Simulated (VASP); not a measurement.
# HgTe (Coloradoite) (F-43m) in VASP: further runs, part 2 of 2

VASP 6.6.1. The steps go on from the part before.

**3. Single point, LDA**

This run uses another cell than the first one, of 33.31 Å³/atom, 0.886 times its volume.

Input file INCAR:

```
PREC     = Accurate       # precision mode
ENCUT    = 520            # plane-wave cutoff, eV
EDIFF    = 1E-7           # SCF threshold, eV
ISMEAR   = -1             # smearing method
SIGMA    = 0.1            # smearing width, eV
LREAL    = F              # projectors in reciprocal space
LASPH    = T              # aspherical terms in the spheres
NELM     = 100            # most SCF steps
ALGO     = Normal         # electronic algorithm
ISIF     = 2              # what is computed and relaxed
LWAVE    = F              # write WAVECAR
LCHARG   = F              # write CHGCAR
NBANDS   = 16             # bands
```

Input file KPOINTS:

```
Automatic mesh
0
Gamma
  9 9 9
```

Input file POSCAR:

```
HgTe
1.0
    0.0000000000      3.2176285325      3.2176285325
    3.2176285325      0.0000000000      3.2176285325
    3.2176285325      3.2176285325      0.0000000000
Hg Te
1 1
Direct
    0.0000000000      0.0000000000      0.0000000000
    0.2500000000      0.2500000000      0.2500000000
```

Potentials or basis: VASP PAW LDA potentials, release 64 (Hg, Te).

Launch:

```console
> cat potpaw_LDA.64/Hg/POTCAR potpaw_LDA.64/Te/POTCAR > POTCAR
> mpirun -np 1 vasp_std > vasp.out
```

OUTCAR:

```text
PREC = Accurate
   ENCUT = 520
   EDIFF = 1E-7
   ISMEAR = -1
   LREAL = F
   LASPH = T
   NELM = 100
   ISIF = 2

 ion  position               nearest neighbor table
   1  0.000  0.000  0.000-   2 2.79   2 2.79   2 2.79   2 2.79
   2  0.250  0.250  0.250-   1 2.79   1 2.79   1 2.79   1 2.79

  LATTYP: Found a face centered cubic cell.
 ALAT       =     6.4352570650

  Lattice vectors:

 A1 = (   0.0000000000,   3.2176285325,   3.2176285325)
 A2 = (   3.2176285325,   0.0000000000,   3.2176285325)
 A3 = (   3.2176285325,   3.2176285325,   0.0000000000)

Analysis of symmetry for initial positions (statically):
=====================================================================
 Subroutine PRICEL returns:
 Original cell was already a primitive cell.

 Routine SETGRP: Setting up the symmetry group for a
 face centered cubic supercell.

 Subroutine GETGRP returns: Found 24 space group operations
 (whereof 24 operations were pure point group operations)
 out of a pool of 48 trial point group operations.

The static configuration has the point symmetry T_d .

Analysis of symmetry for dynamics (positions and initial velocities):
=====================================================================
 Subroutine PRICEL returns:
 Original cell was already a primitive cell.

 Routine SETGRP: Setting up the symmetry group for a
 face centered cubic supercell.

 Subroutine GETGRP returns: Found 24 space group operations
 (whereof 24 operations were pure point group operations)
 out of a pool of 48 trial point group operations.

The dynamic configuration has the point symmetry T_d .

 Subroutine INISYM returns: Found 24 space group operations
 (whereof 24 operations are pure point group operations),
 and found     1 'primitive' translations

----------------------------------------------------------------------------------------

                                     Primitive cell

  volume of cell :      66.6251

  direct lattice vectors                    reciprocal lattice vectors
     0.000000000  3.217628533  3.217628533    -0.155393948  0.155393948  0.155393948
     3.217628533  0.000000000  3.217628533     0.155393948 -0.155393948  0.155393948
     3.217628533  3.217628533  0.000000000     0.155393948  0.155393948 -0.155393948

  length of vectors
     4.550413909  4.550413909  4.550413909     0.269150213  0.269150213  0.269150213

  position of ions in fractional coordinates (direct lattice)
     0.000000000  0.000000000  0.000000000
     0.250000000  0.250000000  0.250000000

  ion indices of the primitive-cell ions
   primitive index   ion index
                 1           1
                 2           2

----------------------------------------------------------------------------------------

 KPOINTS: Automatic mesh

Automatic generation of k-mesh.
 Grid dimensions read from file:
 generate k-points for:    9    9    9

 Generating k-lattice:

  Cartesian coordinates                     Fractional coordinates (reciprocal lattice)
    -0.017265994  0.017265994  0.017265994     0.111111111  0.000000000  0.000000000
     0.017265994 -0.017265994  0.017265994     0.000000000  0.111111111  0.000000000
     0.017265994  0.017265994 -0.017265994     0.000000000  0.000000000  0.111111111

  Length of vectors
     0.029905579  0.029905579  0.029905579

  Shift w.r.t. Gamma in fractional coordinates (k-lattice)
     0.000000000  0.000000000  0.000000000

 Subroutine IBZKPT returns following result:
 ===========================================

 Found     35 irreducible k-points:

 Following reciprocal coordinates:
            Coordinates               Weight
  0.000000  0.000000  0.000000      1.000000
  0.111111  0.000000  0.000000      8.000000
  0.222222  0.000000  0.000000      8.000000
  0.333333  0.000000  0.000000      8.000000
  0.444444  0.000000  0.000000      8.000000
  0.111111  0.111111  0.000000      6.000000
[... 16 lines left out ...]
 -0.333333  0.333333  0.000000     12.000000
  0.444444  0.444444  0.000000      6.000000
 [... further k-points ...]
   k-points           NKPTS =     35   k-points in BZ     NKDIM =     35   number of bands    NBANDS=     16
   number of dos      NEDOS =    301   number of ions     NIONS =      2
   total plane-waves  NPLWV =  46656
   dimension x,y,z NGX =    36 NGY =   36 NGZ =   36
   dimension x,y,z NGXF=    72 NGYF=   72 NGZF=   72
   ions per type =               1   1
   NGX,Y,Z   is equivalent  to a cutoff of  13.15, 13.15, 13.15 a.u.
   NGXF,Y,Z  is equivalent  to a cutoff of  26.30, 26.30, 26.30 a.u.
 SYSTEM =  unknown system
   PREC   = accura    normal or accurate (medium, high low for compatibility)
   ISTART =      0    job   : 0-new  1-cont  2-samecut
   ICHARG =      2    charge: 1-file 2-atom 10-const
   ISPIN  =      1    spin polarized calculation?
   LNONCOLLINEAR =      F non collinear calculations
   LSORBIT =      F    spin-orbit coupling
   LASPH  =      T    aspherical Exc in radial PAW
   ENCUT  =  520.0 eV  38.22 Ry    6.18 a.u.   8.46  8.46  8.46*2*pi/ulx,y,z
   NELM   =    100;   NELMIN=  2; NELMDL= -5     # of ELM steps
   EDIFF  = 0.1E-06   stopping-criterion for ELM
   LREAL  =      F    real-space projection
   EDIFFG = 0.1E-05   stopping-criterion for IOM
   NSW    =      0    number of steps for IOM
   IBRION =     -1    ionic relax: 0-MD 1-quasi-New 2-CG
   NFREE  =      0    steps in history (QN), initial steepest desc. (CG)
   ISIF   =      2    stress and relaxation
   ISYM   =      2    0-nonsym 1-usesym 2-fastsym
   POTIM  = 0.5000    time-step for ionic-motion
   TEBEG  =    0.0;   TEEND  =   0.0 temperature during run
   PSTRESS=    0.0 pullay stress
   NELECT =      18.0000    total number of electrons
   NUPDOWN=      -1.0000    fix difference up-down
   EMIN   =  10.00;   EMAX   =-10.00  energy-range for DOS
   EFERMI =   0.00;   METHOD = LEGACY
   ISMEAR =    -1;   SIGMA  =   0.10  broadening in eV -4-tet -1-fermi 0-gaus
   EFERMI_NEDOS =   21; number of points for ismear=-14 and -15
   IALGO  =     38    algorithm
   IMIX   =      4    mixing-type and parameters
     AMIX     =   0.40;   BMIX     =  1.00
     AMIX_MAG =   1.60;   BMIX_MAG =  1.00
  volume/ion in A,a.u.               =      33.31       224.80
  Fermi-wavevector in a.u.,A,eV,Ry     =   1.058327  1.999948 15.239280  1.120055
  Thomas-Fermi vector in A             =   2.193632
   LORBIT       =      0    0 simple, 1 ext, 2 COOP (PROOUT), +10 PAW based schemes
   GGA     = CA    functional components
   LHFCALC =     F    Hartree Fock is set to
   AEXX    =    0.0000 exact exchange contribution
   IVDW    =     0    specifies the selected vdW correction
   LEPSILON=     F    determine dielectric tensor
   LRPA    =     F    only Hartree local field effects (RPA)
 non-spin polarized calculation
  energy-cutoff  :      520.00
  volume of cell :       66.63
 maximum number of plane-waves:      1820
 NGX is ok and might be reduce to    36
   NGX = 17   NGY = 17   NGZ = 17

 number of electron      18.0000000 magnetization

 Free energy of the ion-electron system (eV)
  ---------------------------------------------------
  ext. energy  EPLUGINS =         0.00000000
  ---------------------------------------------------
  free energy    TOTEN  =        -5.03802441 eV

  energy without entropy =       -5.03594254  energy(sigma->0) =       -5.03698348

 E-fermi :   3.2271     XC(G=0):  -9.1585

 val. band max:        3.0470873855   @ k =   0.0000   0.0000   0.0000
 cond. band min:       3.5968302377   @ k =   0.1111   0.0000   0.0000
 fundamental gap:      0.5497428522
 Fermi energy:         3.2270928821

 k-point     1 :       0.0000    0.0000    0.0000
  band No.  band energies     occupation
      1      -9.0912      2.00000
      2      -4.4070      2.00000
      3      -4.4070      2.00000
      4      -4.4070      2.00000
      5      -3.8575      2.00000
      6      -3.8575      2.00000
[... 8 lines left out ...]
     15      12.5787      0.00000
     16      12.5787      0.00000

 k-point     2 :       0.1111    0.0000    0.0000
  band No.  band energies     occupation
      1      -9.0278      2.00000
      2      -4.3892      2.00000
      3      -4.3892      2.00000
      4      -4.3864      2.00000
      5      -3.8596      2.00000
      6      -3.8596      2.00000
[... 8 lines left out ...]
     15      11.7715      0.00000
     16      11.7715      0.00000
[... 387 lines left out ...]
      5      -3.8506      2.00000
      6      -3.4147      2.00000
[... 8 lines left out ...]
     15      12.0136      0.00000
     16      14.6861      0.00000

 k-point    24 :       0.4444    0.4444    0.0000
  band No.  band energies     occupation
      1      -8.3191      2.00000
      2      -4.2395      2.00000
      3      -4.0668      2.00000
      4      -4.0668      2.00000
      5      -3.7953      2.00000
      6      -3.5114      2.00000
[... 8 lines left out ...]
     15      13.2551      0.00000
     16      14.7275      0.00000

 [... further k-points ...]
[... 5 lines left out ...]
  --------------------------------------------------------------------------------------
  -------------------------------------------------------------------------------------
  Total        0.1097927      0.1097927      0.1097927     -0.0000000      0.0000000      0.0000000
  in kB        2.6402586      2.6402586      2.6402586     -0.0000000      0.0000000      0.0000000
  external PRESSURE =       2.6402586 kB  Pullay stress =       0.0000000 kB

 VOLUME and BASIS-vectors are now :
 -----------------------------------------------------------------------------
  energy-cutoff  :      520.00
  volume of cell :       66.63
      direct lattice vectors                 reciprocal lattice vectors
     0.000000000  3.217628533  3.217628533    -0.155393948  0.155393948  0.155393948
     3.217628533  0.000000000  3.217628533     0.155393948 -0.155393948  0.155393948
     3.217628533  3.217628533  0.000000000     0.155393948  0.155393948 -0.155393948

 POSITION                                       TOTAL-FORCE (eV/Angst)
 -----------------------------------------------------------------------------------
      0.00000      0.00000      0.00000        -0.000000     -0.000000     -0.000000
      1.60881      1.60881      1.60881         0.000000      0.000000      0.000000
 -----------------------------------------------------------------------------------
    total drift:                                0.000000      0.000000     -0.000000

  FREE ENERGIE OF THE ION-ELECTRON SYSTEM (eV)
  ---------------------------------------------------
  free  energy   TOTEN  =        -5.0380244138 eV

  energy  without entropy=       -5.0359425384  energy(sigma->0) =       -5.03698348
```

Wall time 16 s (1 thread of Intel Xeon 6975P-C (Granite Rapids), shared host); peak memory 0.18 GiB.

Results:

```
Free energy            : -5.0380 eV
Pressure               : 0.3 GPa
Band gap on the k mesh : zero (filled and empty bands touch)
```

Caveat: spin-orbit coupling is left out, which moves the levels of the heavy elements.

**4. Single point, PBEsol**

This run uses another cell than the first one, of 34.49 Å³/atom, 0.917 times its volume.

Input file INCAR:

```
ALGO = Normal
EDIFF = 1E-6
ENCUT = 520
GGA = PS
ISIF = 2
ISMEAR = -1
LASPH = True
LCHARG = False
LREAL = False
LWAVE = False
NBANDS = 16
NELM = 100
PREC = Accurate
SIGMA = 0.1
```

Input file KPOINTS:

```
k-points
0
Gamma
  9 9 9
```

Input file POSCAR:

```
HgTe
1.0
    0.0000000000      3.2550410634      3.2550410634
    3.2550410634      0.0000000000      3.2550410634
    3.2550410634      3.2550410634      0.0000000000
Hg Te
1 1
Direct
    0.0000000000      0.0000000000      0.0000000000
    0.2500000000      0.2500000000      0.2500000000
```

Potentials or basis: VASP PAW PBE potentials, release 64 (Hg, Te).

Launch:

```console
> cat potpaw_PBE.64/Hg/POTCAR potpaw_PBE.64/Te/POTCAR > POTCAR
> mpirun -np 1 vasp_std > vasp.out
```

It took 14 s on 1 thread of Intel Xeon 6975P-C (Granite Rapids), shared host; peak memory 0.22 GiB.

Results (log left out):

- Free energy: -4.3770 eV
- Pressure: 0.1 GPa
- Band gap on the k mesh: zero (filled and empty bands touch)

Levels at points of the mesh, in eV from the Fermi level:
```
           k point  band 7  band 8  band 9  band 10  band 11  band 12
(0.00, 0.00, 0.00)   -1.04   -0.19   -0.19    -0.19     4.03     4.03
```

Caveat: the PAW data sets were made with another functional, which shifts forces and pressure a little; spin-orbit coupling is left out, which moves the levels of the heavy elements.

**5. Single point, PBE**

This run uses another cell than the first one, of 36.82 Å³/atom, 0.979 times its volume.

Input file INCAR:

```
SYSTEM = HgTe
PREC = Accurate
ENCUT = 520
EDIFF = 1E-6
ISMEAR = -1
SIGMA = 0.1
LREAL = .FALSE.
LASPH = .TRUE.
NELM = 100
ALGO = Normal
ISIF = 2
LWAVE = .FALSE.
LCHARG = .FALSE.
GGA = PE
NBANDS = 16
```

Input file KPOINTS:

```
regular mesh
0
G
  9 9 9
  0 0 0
```

Input file POSCAR:

```
HgTe
1.0
    0.0000000000      3.3267593677      3.3267593677
    3.3267593677      0.0000000000      3.3267593677
    3.3267593677      3.3267593677      0.0000000000
Hg Te
1 1
Direct
    0.0000000000      0.0000000000      0.0000000000
    0.2500000000      0.2500000000      0.2500000000
```

Launch:

```console
> cat potpaw_PBE.64/Hg/POTCAR potpaw_PBE.64/Te/POTCAR > POTCAR
> mpirun -np 1 vasp_std > vasp.out
```

It took 15 s on 1 thread of Intel Xeon 6975P-C (Granite Rapids), shared host; peak memory 0.22 GiB.

The run converged. Its results:

* Free energy: -3.6520 eV
* Pressure: 0.0 GPa
* Band gap on the k mesh: zero (filled and empty bands touch)

Levels at points of the mesh, in eV from the Fermi level:
```tsv
k point	band 6	band 7	band 8	band 9	band 10	band 11	band 12	band 13
(0.00, 0.00, 0.00)	-6.66	-1.13	-0.20	-0.20	-0.20	4.17	4.17	4.17
```

Caveat: spin-orbit coupling is left out, which moves the levels of the heavy elements.

**6. Single point, r2SCAN**

This run uses another cell than the first one, of 33.35 Å³/atom, 0.887 times its volume.

Input file POSCAR:

```
HgTe
1.0
    0.0000000000      3.2189616800      3.2189616800
    3.2189616800      0.0000000000      3.2189616800
    3.2189616800      3.2189616800      0.0000000000
Hg Te
1 1
Direct
    0.0000000000      0.0000000000      0.0000000000
    0.2500000000      0.2500000000      0.2500000000
```

Input file INCAR.step1:

```
PREC = Accurate
ENCUT = 520
ISMEAR = -1
SIGMA = 0.1
LREAL = False
LASPH = True
NELM = 80
NBANDS = 16
GGA = PE
ALGO = Normal
EDIFF = 1E-4
LWAVE = True
LCHARG = False
```

Input file INCAR.step2:

```
PREC = Accurate
ENCUT = 520
EDIFF = 1E-7
ISMEAR = -1
SIGMA = 0.1
LREAL = False
LASPH = True
NELM = 80
ALGO = Normal
ISIF = 2
LWAVE = False
LCHARG = False
METAGGA = R2SCAN
LMIXTAU = True
NBANDS = 16
ISTART = 1
```

Input file KPOINTS:

```
regular mesh
0
Gamma
  9 9 9
```

Potentials or basis: VASP PAW PBE potentials, release 64 (Hg, Te).

Launch:

```console
> cat potpaw_PBE.64/Hg/POTCAR potpaw_PBE.64/Te/POTCAR > POTCAR
> cp INCAR.step1 INCAR
> mpirun -np 1 vasp_std > vasp.out
> cp INCAR.step2 INCAR
> mpirun -np 1 vasp_std > vasp.out
```

Run time: 63 s. Hardware: 1 thread of Intel Xeon 6975P-C (Granite Rapids), shared host; peak memory 0.22 GiB.

The run converged. Its results:

```
Free energy            : -75.1249 eV
Pressure               : 3.0 GPa
Band gap on the k mesh : zero (filled and empty bands touch)
```

Levels at points of the mesh, in eV from the Fermi level:
| k point | band 6 | band 7 | band 8 | band 9 | band 10 | band 11 | band 12 | band 13 |
| --- | --- | --- | --- | --- | --- | --- | --- | --- |
| (0.00, 0.00, 0.00) | -7.34 | -0.59 | -0.21 | -0.21 | -0.21 | 4.33 | 4.33 | 4.33 |

Caveat: the PAW data sets were made with another functional, which shifts forces and pressure a little; spin-orbit coupling is left out, which moves the levels of the heavy elements.

**7. The runs side by side**

| task | level | potentials or basis | cell | gap on the mesh (eV) | pressure (GPa) |
| --- | --- | --- | --- | --- | --- |
| relaxation of the atoms | r2SCAN | VASP PAW PBE potentials, release 64 (Hg, Te) | atoms relaxed from a = 4.738 Å, angles 60.0°, 2 atoms | none | -2.0 |
| single point | LDA | VASP PAW LDA potentials, release 64 (Hg, Te) | a = 4.550 Å, angles 60.0°, 2 atoms | none | 0.3 |
| single point | PBEsol | VASP PAW PBE potentials, release 64 (Hg, Te) | a = 4.603 Å, angles 60.0°, 2 atoms | none | 0.1 |
| single point | PBE | VASP PAW PBE potentials, release 64 (Hg, Te) | a = 4.705 Å, angles 60.0°, 2 atoms | none | 0.0 |
| single point | r2SCAN | VASP PAW PBE potentials, release 64 (Hg, Te) | a = 4.552 Å, angles 60.0°, 2 atoms | none | 3.0 |

Alike in all rows: no spin polarisation; k mesh 9 × 9 × 9; cutoff (eV) 520; smearing fermi-dirac 0.1 eV.

Caveats: spin-orbit coupling is left out, which moves the levels of the heavy elements; the PAW data sets were made with another functional, which shifts forces and pressure a little (some runs); the relaxation stopped at its first step, so nothing moved (some runs).

Total energies depend on the potentials used, so only differences within one code and one set of settings carry meaning.
